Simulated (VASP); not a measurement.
**Si2SnGe: relaxation of shape and atoms at fixed volume with PBE**

Si2SnGe:

```
Si Sn Ge
1.0
     4.09338    0.00000    0.00000
     0.00000    4.09338    0.00000
     0.00000    0.00000    5.81977
Si Sn Ge
2 1 1
Cartesian
  2.0467 0.0000 4.4716
  0.0000 2.0467 1.3482
  0.0000 0.0000 2.9099
  2.0467 2.0467 0.0000
```

This cell differs from its parent crystal: volume scaled by 0.98.

```yaml
Program: VASP 6.6.1
Task: relaxation of shape and atoms at fixed volume
Functional: PBE
Potentials_or_basis: VASP PAW PBE potentials, release 64 (Si, Sn_d, Ge_d)
Cutoff: 600 eV
k_mesh: 10 × 10 × 6
Occupations: gaussian, width 0.01 eV
Spin: no spin polarisation
Dipole_correction: no
Further_INCAR_settings: ALGO = Normal; EDIFF = 1e-06; IBRION = 2; EDIFFG = -0.001; NSW = 80; ISIF = 4
```

The energy gained by relaxing is 0.0 meV/atom. The ionic steps are 4, the pressure after relaxing is 1.3 GPa and the band gap on the k mesh is 0.15 eV, indirect (least direct gap 0.22 eV).

Final structure:
```
Si Sn Ge
1.0
     4.09303    0.00000    0.00000
     0.00000    4.09303    0.00000
     0.00000    0.00000    5.82077
Si Sn Ge
2 1 1
Direct
  0.50000 0.00000 0.76861
  0.00000 0.50000 0.23139
  0.00000 0.00000 0.50000
  0.50000 0.50000 0.00000
```

Levels at points of the mesh, in eV from the valence-band top:
```
           k point  band 16  band 17  band 18  band 19  band 20  band 21
(0.00, 0.00, 0.00)    -0.13     0.00     0.00     0.22     0.68     1.36
(0.50, 0.00, 0.00)    -3.54    -1.85    -1.02     1.45     2.52     4.20
(0.50, 0.50, 0.00)    -2.89    -2.89    -2.70     0.52     0.73     0.73
(0.00, 0.00, 0.50)    -2.34    -1.50    -1.50     0.82     0.90     2.60
(0.50, 0.00, 0.50)    -1.37    -1.34    -0.88     0.15     0.90     3.04
(0.50, 0.50, 0.50)    -3.71    -3.65    -3.62     3.69     4.06     4.06
```

It took 2.5 min on 1 thread of Intel(R) Xeon(R) 6975P-C (Granite Rapids), on a shared host, peak memory 0.41 GiB.

Caveat: spin-orbit coupling is left out, which moves the levels of the heavy elements. A k mesh can miss the band edges.
